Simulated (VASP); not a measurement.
# MgB2 (P6/mmm) in VASP: single point with PBEsol

Aim: the single point of MgB2 with PBEsol.

All numbers are computed with VASP 6.6.1; they aren't measurements. Logs are shortened: lines on timing, memory, paths and dates and some standing lists are left out, and cuts for length are marked.

## (1) The cell of the first run

The structure is hexagonal, space group P6/mmm (No. 191). The conventional cell has a = 3.085 Å, b = 3.085 Å, c = 3.523 Å, α = 90.00°, β = 90.00°, γ = 120.00°. Mg (site symmetry 6/mmm) has 12 B at 2.51 Å and 6 Mg at 3.08 to 3.09 Å within 3.3 Å. Within 2.4 Å of B (site symmetry -6m2) lie 3 B at 1.78 Å.

## (2) Single point, PBEsol

Contents of INCAR:

```
PREC = Accurate
ENCUT = 600
EDIFF = 1E-6
ISMEAR = -1
SIGMA = 0.0272
LREAL = F
LASPH = T
NELM = 120
ALGO = Normal
ISIF = 2
LWAVE = F
LCHARG = F
GGA = PS
NBANDS = 11
GGA_COMPAT = F
```

Contents of KPOINTS:

```
regular mesh
0
Gamma
  8 8 6
```

Contents of POSCAR:

```
MgB2
1.0
    3.0850000000      0.0000000000      0.0000000000
   -1.5425000000      2.6716883707      0.0000000000
    0.0000000000      0.0000000000      3.5230000000
Mg B
1 2
Direct
    0.0000000000      0.0000000000      0.0000000000
    0.3333333333      0.6666666667      0.5000000000
    0.6666666667      0.3333333333      0.5000000000
```

Potentials or basis: VASP PAW PBE potentials, release 64 (Mg, B).

On the command line:

```sh
cat potpaw_PBE.64/Mg/POTCAR potpaw_PBE.64/B/POTCAR > POTCAR
mpirun -np 1 vasp_std > vasp.out
```

OUTCAR:

```text
PREC = Accurate
   ENCUT = 600
   EDIFF = 1E-6
   ISMEAR = -1
   LREAL = F
   LASPH = T
   NELM = 120
   ISIF = 2
   GGA = PS

 ion  position               nearest neighbor table
   1  0.000  0.000  0.000-   2 2.51   3 2.51   2 2.51   3 2.51   3 2.51   3 2.51   2 2.51   2 2.51
                             3 2.51   3 2.51   2 2.51   2 2.51
   2  0.333  0.667  0.500-   3 1.78   3 1.78   3 1.78   1 2.51   1 2.51   1 2.51   1 2.51   1 2.51
                             1 2.51
   3  0.667  0.333  0.500-   2 1.78   2 1.78   2 1.78   1 2.51   1 2.51   1 2.51   1 2.51   1 2.51
                             1 2.51

  LATTYP: Found a hexagonal cell.
 ALAT       =     3.0850000000
 C/A-ratio  =     1.1419773096

  Lattice vectors:

 A1 = (   3.0850000000,   0.0000000000,   0.0000000000)
 A2 = (  -1.5425000000,   2.6716883707,   0.0000000000)
 A3 = (   0.0000000000,   0.0000000000,   3.5230000000)

Analysis of symmetry for initial positions (statically):
=====================================================================
 Subroutine PRICEL returns:
 Original cell was already a primitive cell.

 Routine SETGRP: Setting up the symmetry group for a
 hexagonal supercell.

 Subroutine GETGRP returns: Found 24 space group operations
 (whereof 24 operations were pure point group operations)
 out of a pool of 24 trial point group operations.

The static configuration has the point symmetry D_6h.

Analysis of symmetry for dynamics (positions and initial velocities):
=====================================================================
 Subroutine PRICEL returns:
 Original cell was already a primitive cell.

 Routine SETGRP: Setting up the symmetry group for a
 hexagonal supercell.

 Subroutine GETGRP returns: Found 24 space group operations
 (whereof 24 operations were pure point group operations)
 out of a pool of 24 trial point group operations.

The dynamic configuration has the point symmetry D_6h.

 Subroutine INISYM returns: Found 24 space group operations
 (whereof 24 operations are pure point group operations),
 and found     1 'primitive' translations

----------------------------------------------------------------------------------------

                                     Primitive cell

  volume of cell :      29.0371

  direct lattice vectors                    reciprocal lattice vectors
     3.085000000  0.000000000  0.000000000     0.324149109  0.187147575  0.000000000
    -1.542500000  2.671688371  0.000000000     0.000000000  0.374295150  0.000000000
     0.000000000  0.000000000  3.523000000     0.000000000  0.000000000  0.283848992

  length of vectors
     3.085000000  3.085000000  3.523000000     0.374295150  0.374295150  0.283848992

  position of ions in fractional coordinates (direct lattice)
     0.000000000  0.000000000  0.000000000
     0.333333333  0.666666667  0.500000000
     0.666666667  0.333333333  0.500000000

  ion indices of the primitive-cell ions
   primitive index   ion index
                 1           1
                 2           2
                 3           3

----------------------------------------------------------------------------------------

 KPOINTS: regular mesh

Automatic generation of k-mesh.
 Grid dimensions read from file:
 generate k-points for:    8    8    6

 Generating k-lattice:

  Cartesian coordinates                     Fractional coordinates (reciprocal lattice)
     0.040518639  0.023393447  0.000000000     0.125000000  0.000000000  0.000000000
     0.000000000  0.046786894  0.000000000     0.000000000  0.125000000  0.000000000
     0.000000000  0.000000000  0.047308165     0.000000000  0.000000000  0.166666667

  Length of vectors
     0.046786894  0.046786894  0.047308165

  Shift w.r.t. Gamma in fractional coordinates (k-lattice)
     0.000000000  0.000000000  0.000000000

 Subroutine IBZKPT returns following result:
 ===========================================

 Found     40 irreducible k-points:

 Following reciprocal coordinates:
            Coordinates               Weight
  0.000000  0.000000  0.000000      1.000000
  0.125000  0.000000  0.000000      6.000000
  0.250000  0.000000  0.000000      6.000000
  0.375000  0.000000  0.000000      6.000000
  0.500000  0.000000  0.000000      3.000000
  0.125000  0.125000  0.000000      6.000000
[... 16 lines left out ...]
  0.250000  0.000000  0.333333     12.000000
  0.375000  0.000000  0.333333     12.000000
 [... further k-points ...]
   k-points           NKPTS =     40   k-points in BZ     NKDIM =     40   number of bands    NBANDS=     11
   number of dos      NEDOS =    301   number of ions     NIONS =      3
   total plane-waves  NPLWV =  21952
   dimension x,y,z NGX =    28 NGY =   28 NGZ =   28
   dimension x,y,z NGXF=    56 NGYF=   56 NGZF=   56
   ions per type =               1   2
   NGX,Y,Z   is equivalent  to a cutoff of  15.09, 15.09, 13.21 a.u.
   NGXF,Y,Z  is equivalent  to a cutoff of  30.18, 30.18, 26.43 a.u.
 SYSTEM =  unknown system
   PREC   = accura    normal or accurate (medium, high low for compatibility)
   ISTART =      0    job   : 0-new  1-cont  2-samecut
   ICHARG =      2    charge: 1-file 2-atom 10-const
   ISPIN  =      1    spin polarized calculation?
   LNONCOLLINEAR =      F non collinear calculations
   LSORBIT =      F    spin-orbit coupling
   LASPH  =      T    aspherical Exc in radial PAW
   ENCUT  =  600.0 eV  44.10 Ry    6.64 a.u.   6.16  6.16  7.04*2*pi/ulx,y,z
   NELM   =    120;   NELMIN=  2; NELMDL= -5     # of ELM steps
   EDIFF  = 0.1E-05   stopping-criterion for ELM
   LREAL  =      F    real-space projection
   EDIFFG = 0.1E-04   stopping-criterion for IOM
   NSW    =      0    number of steps for IOM
   IBRION =     -1    ionic relax: 0-MD 1-quasi-New 2-CG
   NFREE  =      0    steps in history (QN), initial steepest desc. (CG)
   ISIF   =      2    stress and relaxation
   ISYM   =      2    0-nonsym 1-usesym 2-fastsym
   POTIM  = 0.5000    time-step for ionic-motion
   TEBEG  =    0.0;   TEEND  =   0.0 temperature during run
   PSTRESS=    0.0 pullay stress
   NELECT =       8.0000    total number of electrons
   NUPDOWN=      -1.0000    fix difference up-down
   EMIN   =  10.00;   EMAX   =-10.00  energy-range for DOS
   EFERMI =   0.00;   METHOD = LEGACY
   ISMEAR =    -1;   SIGMA  =   0.03  broadening in eV -4-tet -1-fermi 0-gaus
   EFERMI_NEDOS =   21; number of points for ismear=-14 and -15
   IALGO  =     38    algorithm
   IMIX   =      4    mixing-type and parameters
     AMIX     =   0.40;   BMIX     =  1.00
     AMIX_MAG =   1.60;   BMIX_MAG =  1.00
  volume/ion in A,a.u.               =       9.68        65.32
  Fermi-wavevector in a.u.,A,eV,Ry     =   1.065255  2.013040 15.439462  1.134768
  Thomas-Fermi vector in A             =   2.200801
   LORBIT       =      0    0 simple, 1 ext, 2 COOP (PROOUT), +10 PAW based schemes
   GGA     = PS    functional components
   LHFCALC =     F    Hartree Fock is set to
   AEXX    =    0.0000 exact exchange contribution
   IVDW    =     0    specifies the selected vdW correction
   LEPSILON=     F    determine dielectric tensor
   LRPA    =     F    only Hartree local field effects (RPA)
 non-spin polarized calculation
  energy-cutoff  :      600.00
  volume of cell :       29.04
 maximum number of plane-waves:       986
 NGX is ok and might be reduce to    28
   NGX = 13   NGY = 13   NGZ = 15

 number of electron       8.0000000 magnetization

 Free energy of the ion-electron system (eV)
  ---------------------------------------------------
  ext. energy  EPLUGINS =         0.00000000
  ---------------------------------------------------
  free energy    TOTEN  =       -16.20986305 eV

  energy without entropy =      -16.20605055  energy(sigma->0) =      -16.20795680

 E-fermi :   5.2102     XC(G=0): -10.9939

 val. band max:        5.1091989398   @ k =   0.2500   0.2500   0.5000
 cond. band min:       5.2261519209   @ k =   0.3750   0.1250   0.3333
 fundamental gap:      0.1169529811
 Fermi energy:         5.2101658136

 k-point     1 :       0.0000    0.0000    0.0000
  band No.  band energies     occupation
      1      -7.2026      2.00000
      2       2.2629      2.00000
      3       5.5755      0.00000
      4       5.5755      0.00000
      5       6.8278      0.00000
      6      11.4767      0.00000
      7      11.4767      0.00000
      8      13.3139      0.00000
      9      15.1424      0.00000
     10      17.7479      0.00000
     11      21.2886      0.00000

 k-point     2 :       0.1250    0.0000    0.0000
  band No.  band energies     occupation
      1      -6.9317      2.00000
      2       2.5272      2.00000
      3       4.3081      2.00000
      4       4.9947      1.99928
      5       7.0728      0.00000
      6      11.2243      0.00000
      7      12.6029      0.00000
      8      13.8902      0.00000
      9      14.2146      0.00000
     10      19.0356      0.00000
     11      20.2051      0.00000

 k-point     3 :       0.2500    0.0000    0.0000
  band No.  band energies     occupation
      1      -6.1261      2.00000
      2       1.8263      2.00000
      3       3.3046      2.00000
      4       4.0053      2.00000
      5       7.7905      0.00000
      6      10.5137      0.00000
      7      12.0248      0.00000
      8      14.4421      0.00000
      9      15.1623      0.00000
     10      19.0535      0.00000
     11      19.3643      0.00000

 k-point     4 :       0.3750    0.0000    0.0000
  band No.  band energies     occupation
      1      -4.8111      2.00000
      2      -0.7012      2.00000
      3       3.2860      2.00000
      4       4.5008      2.00000
      5       8.7104      0.00000
      6       9.6327      0.00000
      7      10.1417      0.00000
      8      13.3399      0.00000
      9      18.0221      0.00000
     10      18.0269      0.00000
     11      19.5291      0.00000

 k-point     5 :       0.5000    0.0000    0.0000
  band No.  band energies     occupation
      1      -3.3067      2.00000
      2      -2.6322      2.00000
      3       3.0327      2.00000
      4       5.4172      0.00099
      5       8.2715      0.00000
      6       9.0319      0.00000
      7      10.5009      0.00000
      8      12.2838      0.00000
      9      17.7076      0.00000
     10      18.7839      0.00000
     11      19.2826      0.00000
[... 211 lines left out ...]
 k-point    21 :       0.0000    0.0000    0.3333
  band No.  band energies     occupation
      1      -6.3620      2.00000
      2      -1.2825      2.00000
      3       5.8534      0.00000
      4       5.8534      0.00000
      5      11.7176      0.00000
      6      11.7176      0.00000
      7      12.5592      0.00000
      8      13.1868      0.00000
      9      15.1078      0.00000
     10      17.8493      0.00000
     11      17.8493      0.00000

 k-point    22 :       0.1250    0.0000    0.3333
  band No.  band energies     occupation
      1      -6.1046      2.00000
      2      -0.9873      2.00000
      3       4.6632      2.00000
      4       5.2545      0.32753
      5      11.4278      0.00000
      6      11.8782      0.00000
      7      12.8670      0.00000
      8      12.9214      0.00000
      9      15.5179      0.00000
     10      16.8828      0.00000
     11      17.5021      0.00000

 k-point    23 :       0.2500    0.0000    0.3333
  band No.  band energies     occupation
      1      -5.3380      2.00000
      2      -0.1183      2.00000
      3       2.2959      2.00000
      4       4.2409      2.00000
      5       8.9827      0.00000
      6      11.0726      0.00000
      7      13.6145      0.00000
      8      15.4043      0.00000
      9      15.7826      0.00000
     10      16.1604      0.00000
     11      17.0619      0.00000

 k-point    24 :       0.3750    0.0000    0.3333
  band No.  band energies     occupation
      1      -4.0835      2.00000
      2      -0.1447      2.00000
      3       1.2581      2.00000
      4       3.5064      2.00000
      5       6.2959      0.00000
      6      10.6073      0.00000
      7      14.4328      0.00000
      8      14.9313      0.00000
      9      15.4245      0.00000
     10      18.1462      0.00000
     11      18.6547      0.00000

 [... further k-points ...]

------------------------ aborting loop because EDIFF is reached ----------------------------------------

  FORCE on cell =-STRESS in cart. coord.  units (eV):
  Direction    XX          YY          ZZ          XY          YZ          ZX
  --------------------------------------------------------------------------------------
  -------------------------------------------------------------------------------------
  Total       -0.4655197     -0.4655197     -0.7244983      0.0000000      0.0000000      0.0000000
  in kB      -25.6859155    -25.6859155    -39.9755407      0.0000000      0.0000000      0.0000000
  external PRESSURE =     -30.4491239 kB  Pullay stress =       0.0000000 kB

 VOLUME and BASIS-vectors are now :
 -----------------------------------------------------------------------------
  energy-cutoff  :      600.00
  volume of cell :       29.04
      direct lattice vectors                 reciprocal lattice vectors
     3.085000000  0.000000000  0.000000000     0.324149109  0.187147575  0.000000000
    -1.542500000  2.671688371  0.000000000     0.000000000  0.374295150  0.000000000
     0.000000000  0.000000000  3.523000000     0.000000000  0.000000000  0.283848992

 POSITION                                       TOTAL-FORCE (eV/Angst)
 -----------------------------------------------------------------------------------
      0.00000      0.00000      0.00000         0.000000     -0.000000     -0.000000
     -0.00000      1.78113      1.76150        -0.000000      0.000000      0.000000
      1.54250      0.89056      1.76150         0.000000     -0.000000     -0.000000
 -----------------------------------------------------------------------------------
    total drift:                                0.000000      0.000000     -0.000000

  FREE ENERGIE OF THE ION-ELECTRON SYSTEM (eV)
  ---------------------------------------------------
  free  energy   TOTEN  =       -16.2098630549 eV

  energy  without entropy=      -16.2060505499  energy(sigma->0) =      -16.20795680
```

It took 17 s on 1 thread of Intel Xeon Platinum 8488C (Sapphire Rapids), shared host; peak memory 0.16 GiB.

What came out:

```yaml
Free_energy: -16.2099 eV
Pressure: -3.0 GPa
Band_gap_on_the_k_mesh: zero (band 4 reaches 6.31 eV, above the bottom of band 5 at 3.74 eV)
```

Caveat: the PAW data sets were made with another functional, which shifts forces and pressure a little.
